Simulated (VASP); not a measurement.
# Rh (P6_3/mmc) in VASP: single point with LDA

Aim: the single point of Rh with LDA.

All numbers are computed with VASP 6.6.1; they aren't measurements. Logs are shortened: lines on timing, memory, paths and dates and some standing lists are left out, and cuts for length are marked.

### 1 The cell of the first run

The structure is hexagonal, space group P6_3/mmc (No. 194). The conventional cell has a = 2.692 Å, b = 2.692 Å, c = 8.798 Å, α = 90.00°, β = 90.00°, γ = 120.00°. Within 3.5 Å of Rh (site symmetry -3m) lie 12 Rh at 2.69 Å. Within 3.5 Å of Rh (site symmetry -6m2) lie 12 Rh at 2.69 Å.

This isn't the form of Rh at room conditions, which is fcc.

### 2 Single point, LDA

File POSCAR:

```
Rh
1.0
    2.6917450000      0.0000000000      0.0000000000
   -1.3458725000      2.3311195505      0.0000000000
    0.0000000000      0.0000000000      8.7980700000
Rh
4
Direct
    0.0000000000      0.0000000000      0.0000000000
    0.0000000000      0.0000000000      0.5000000000
    0.3333333333      0.6666666667      0.2500000000
    0.6666666667      0.3333333333      0.7500000000
```

File INCAR.step1:

```
SYSTEM = Rh
PREC     = Accurate       ! precision mode
ENCUT    = 460            ! plane-wave cutoff, eV
EDIFF    = 1E-6           ! SCF threshold, eV
ISMEAR   = 1              ! smearing method
SIGMA    = 0.05           ! smearing width, eV
LREAL    = .FALSE.        ! projectors in reciprocal space
LASPH    = .TRUE.         ! aspherical terms in the spheres
NELM     = 120            ! most SCF steps
ALGO     = Normal         ! electronic algorithm
ISIF     = 2              ! what is computed and relaxed
LWAVE    = .FALSE.        ! write WAVECAR
LCHARG   = .TRUE.         ! write CHGCAR
LMAXMIX  = 4              ! l up to which the mixer works
GGA      = CA             ! functional
NBANDS   = 42             ! bands
GGA_COMPAT= .FALSE.      
NEDOS    = 2001           ! points of the DOS
LORBIT   = 11             ! projections on sites
```

File KPOINTS.step1:

```
regular mesh
0
G
  8 8 2
  0 0 0
```

File INCAR.step2:

```
SYSTEM = Rh
PREC     = Accurate       ! precision mode
ENCUT    = 460            ! plane-wave cutoff, eV
EDIFF    = 1E-6           ! SCF threshold, eV
ISMEAR   = -5             ! smearing method
SIGMA    = 0.05           ! smearing width, eV
LREAL    = .FALSE.        ! projectors in reciprocal space
LASPH    = .TRUE.         ! aspherical terms in the spheres
NELM     = 120            ! most SCF steps
ALGO     = Normal         ! electronic algorithm
ISIF     = 2              ! what is computed and relaxed
LWAVE    = .FALSE.        ! write WAVECAR
LCHARG   = .FALSE.        ! write CHGCAR
LMAXMIX  = 4              ! l up to which the mixer works
GGA      = CA             ! functional
LORBIT   = 11             ! projections on sites
NBANDS   = 42             ! bands
NEDOS    = 1001           ! points of the DOS
ICHARG   = 11             ! starting density
GGA_COMPAT= .FALSE.
```

File KPOINTS.step2:

```
regular mesh
0
G
  12 12 3
  0 0 0
```

Potentials or basis: VASP PAW LDA potentials, release 64 (Rh_sv_GW).

Started as:

```sh
cat potpaw_LDA.64/Rh_sv_GW/POTCAR > POTCAR
cp INCAR.step1 INCAR
cp KPOINTS.step1 KPOINTS
mpirun -np 1 vasp_std > vasp.out
cp INCAR.step2 INCAR
cp KPOINTS.step2 KPOINTS
mpirun -np 1 vasp_std > vasp.out
```

OUTCAR:

```text
SYSTEM = Rh
   PREC = Accurate
   ENCUT = 460
   EDIFF = 1E-6
   ISMEAR = -5
   LREAL = .FALSE.
   LASPH = .TRUE.
   NELM = 120
   ISIF = 2
   GGA = CA
   LORBIT = 11
   ICHARG = 11

 ion  position               nearest neighbor table
   1  0.000  0.000  0.000-
   2  0.000  0.000  0.500-
   3  0.333  0.667  0.250-
   4  0.667  0.333  0.750-

  LATTYP: Found a hexagonal cell.
 ALAT       =     2.6917450000
 C/A-ratio  =     3.2685376958

  Lattice vectors:

 A1 = (   2.6917450000,   0.0000000000,   0.0000000000)
 A2 = (  -1.3458725000,   2.3311195505,   0.0000000000)
 A3 = (   0.0000000000,   0.0000000000,   8.7980700000)

Analysis of symmetry for initial positions (statically):
=====================================================================
 Subroutine PRICEL returns:
 Original cell was already a primitive cell.

 Routine SETGRP: Setting up the symmetry group for a
 hexagonal supercell.

 Subroutine GETGRP returns: Found 24 space group operations
 (whereof 12 operations were pure point group operations)
 out of a pool of 24 trial point group operations.

The static configuration has the point symmetry D_3d.
 The point group associated with its full space group is D_6h.

Analysis of symmetry for dynamics (positions and initial velocities):
=====================================================================
 Subroutine PRICEL returns:
 Original cell was already a primitive cell.

 Routine SETGRP: Setting up the symmetry group for a
 hexagonal supercell.

 Subroutine GETGRP returns: Found 24 space group operations
 (whereof 12 operations were pure point group operations)
 out of a pool of 24 trial point group operations.

The dynamic configuration has the point symmetry D_3d.
 The point group associated with its full space group is D_6h.

 Subroutine INISYM returns: Found 24 space group operations
 (whereof 12 operations are pure point group operations),
 and found     1 'primitive' translations

----------------------------------------------------------------------------------------

                                     Primitive cell

  volume of cell :      55.2059

  direct lattice vectors                    reciprocal lattice vectors
     2.691745000  0.000000000  0.000000000     0.371506216  0.214489214  0.000000000
[... 98 lines left out ...]
   ISIF   =      2    stress and relaxation
   ISYM   =      2    0-nonsym 1-usesym 2-fastsym
   POTIM  = 0.5000    time-step for ionic-motion
   TEBEG  =    0.0;   TEEND  =   0.0 temperature during run
   PSTRESS=    0.0 pullay stress
   NELECT =      68.0000    total number of electrons
   NUPDOWN=      -1.0000    fix difference up-down
   EMIN   =  10.00;   EMAX   =-10.00  energy-range for DOS
   EFERMI =   0.00;   METHOD = LEGACY
   ISMEAR =    -5;   SIGMA  =   0.05  broadening in eV -4-tet -1-fermi 0-gaus
   EFERMI_NEDOS =   21; number of points for ismear=-14 and -15
   IALGO  =     38    algorithm
   IMIX   =      4    mixing-type and parameters
     AMIX     =   0.40;   BMIX     =  1.00
     AMIX_MAG =   1.60;   BMIX_MAG =  1.00
  volume/ion in A,a.u.               =      13.80        93.14
  Fermi-wavevector in a.u.,A,eV,Ry     =   1.754887  3.316256 41.900892  3.079629
  Thomas-Fermi vector in A             =   2.824740
   LORBIT       =     11    0 simple, 1 ext, 2 COOP (PROOUT), +10 PAW based schemes
   GGA     = CA    functional components
   LHFCALC =     F    Hartree Fock is set to
   AEXX    =    0.0000 exact exchange contribution
   IVDW    =     0    specifies the selected vdW correction
   LEPSILON=     F    determine dielectric tensor
   LRPA    =     F    only Hartree local field effects (RPA)
 non-spin polarized calculation
 Fermi weights with tetrahedron method with Bloechl corrections
  energy-cutoff  :      460.00
  volume of cell :       55.21
 maximum number of plane-waves:      1255
 NGX is ok and might be reduce to    20

 number of electron      68.0000017 magnetization

 Free energy of the ion-electron system (eV)
  ---------------------------------------------------
  ext. energy  EPLUGINS =         0.00000000
  ---------------------------------------------------
  free energy    TOTEN  =       -31.15606095 eV

  energy without entropy =      -31.15606095  energy(sigma->0) =      -31.15606095

 E-fermi :  10.5571     XC(G=0): -14.3976

 val. band max:       10.6624642622   @ k =   0.4167  -0.0000   0.0000
 cond. band min:      10.4423236580   @ k =   0.0000   0.0000   0.3333
 fundamental gap:     -0.2201406042
 Fermi energy:        10.5570797363

 k-point     1 :       0.0000    0.0000    0.0000
  band No.  band energies     occupation
      1     -67.8888      2.00000
      2     -67.8416      2.00000
      3     -67.8203      2.00000
      4     -67.7727      2.00000
      5     -36.3413      2.00000
      6     -35.9877      2.00000
[... 1069 lines left out ...]
     41      21.1550      0.00000
     42      21.5486      0.00000

 [... further k-points ...]

------------------------ aborting loop because EDIFF is reached ----------------------------------------

  FORCE on cell =-STRESS in cart. coord.  units (eV):
  Direction    XX          YY          ZZ          XY          YZ          ZX
  --------------------------------------------------------------------------------------
  -------------------------------------------------------------------------------------
  Total       -5.3097691     -5.3097691     -6.9767288      0.0000000      0.0000000      0.0000000
  in kB     -154.0991851   -154.0991851   -202.4773980      0.0000000      0.0000000      0.0000000
  external PRESSURE =    -170.2252561 kB  Pullay stress =       0.0000000 kB

 VOLUME and BASIS-vectors are now :
 -----------------------------------------------------------------------------
  energy-cutoff  :      460.00
  volume of cell :       55.21
      direct lattice vectors                 reciprocal lattice vectors
     2.691745000  0.000000000  0.000000000     0.371506216  0.214489214  0.000000000
    -1.345872500  2.331119550  0.000000000     0.000000000  0.428978428  0.000000000
     0.000000000  0.000000000  8.798070000     0.000000000  0.000000000  0.113661292

 POSITION                                       TOTAL-FORCE (eV/Angst)
 -----------------------------------------------------------------------------------
      0.00000      0.00000      0.00000        -0.000000      0.000000     -0.000000
      0.00000      0.00000      4.39903        -0.000000      0.000000     -0.000000
     -0.00000      1.55408      2.19952         0.000000      0.000000     -0.000000
      1.34587      0.77704      6.59855         0.000000     -0.000000      0.000000
 -----------------------------------------------------------------------------------
    total drift:                                0.000000     -0.000000     -0.000000

  FREE ENERGIE OF THE ION-ELECTRON SYSTEM (eV)
  ---------------------------------------------------
  free  energy   TOTEN  =       -31.1560609522 eV

  energy  without entropy=      -31.1560609522  energy(sigma->0) =      -31.15606095

 total charge

# of ion       s       p       d       f       tot
--------------------------------------------------
    1        2.208   6.257   6.482   0.025  14.972
    2        2.208   6.257   6.482   0.025  14.972
    3        2.208   6.258   6.489   0.024  14.980
    4        2.208   6.258   6.489   0.024  14.980
--------------------------------------------------
tot          8.833  25.030  25.941   0.100  59.904
```

OUTCAR.step1:

```text
SYSTEM = Rh
   PREC = Accurate
   ENCUT = 460
   EDIFF = 1E-6
   ISMEAR = 1
   LREAL = .FALSE.
   LASPH = .TRUE.
   NELM = 120
   ISIF = 2
[... 1129 lines left out ...]

  FREE ENERGIE OF THE ION-ELECTRON SYSTEM (eV)
  ---------------------------------------------------
  free  energy   TOTEN  =       -31.0866852776 eV

  energy  without entropy=      -31.0836340660  energy(sigma->0) =      -31.08566821

 total charge

# of ion       s       p       d       f       tot
--------------------------------------------------
    1        2.207   6.254   6.494   0.025  14.980
    2        2.207   6.254   6.494   0.025  14.980
    3        2.207   6.255   6.494   0.024  14.981
    4        2.207   6.255   6.494   0.024  14.981
--------------------------------------------------
tot          8.829  25.019  25.976   0.099  59.923
```

Run time: 2.4 min. Hardware: 1 thread of Intel Xeon Platinum 8488C (Sapphire Rapids), shared host; peak memory 0.18 GiB.

What came out:

- Valence electrons inside the program's atomic spheres: Rh 14.97, 14.98 (each value once)
